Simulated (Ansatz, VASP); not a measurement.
BP3: VASP beside Ansatz

```xyz
4
Lattice="3.8452 0.0000 0.0000 0.0000 3.8452 0.0000 0.0000 0.0000 3.8452" Properties=species:S:1:pos:R:3 pbc="T T T"
B     0.0000    0.0000    0.0000
P     0.0000    1.9226    1.9226
P     1.9226    0.0000    1.9226
P     1.9226    1.9226    0.0000
```

Alike in both runs: task single point; functional PBE; k mesh 6 × 6 × 6; occupations gaussian, width 0.1 eV; no spin polarisation.

```csv
,VASP,Ansatz
version,VASP 6.6.1,Ansatz 0.2.0
potentials or method,"VASP PAW PBE potentials, release 64 (B, P), cutoff 520 eV","scalar-relativistic, plane waves, PAW"
valence electrons in the cell,18,18
```

|  | VASP | Ansatz | Ansatz less VASP |
| --- | --- | --- | --- |
| gap on the k mesh at the Fermi level (eV) | none | none | - |
| pressure (GPa) | -8.7 | -8.6 | +0.11 |

A gap of «none» marks a metal or a gap that the smearing closes.
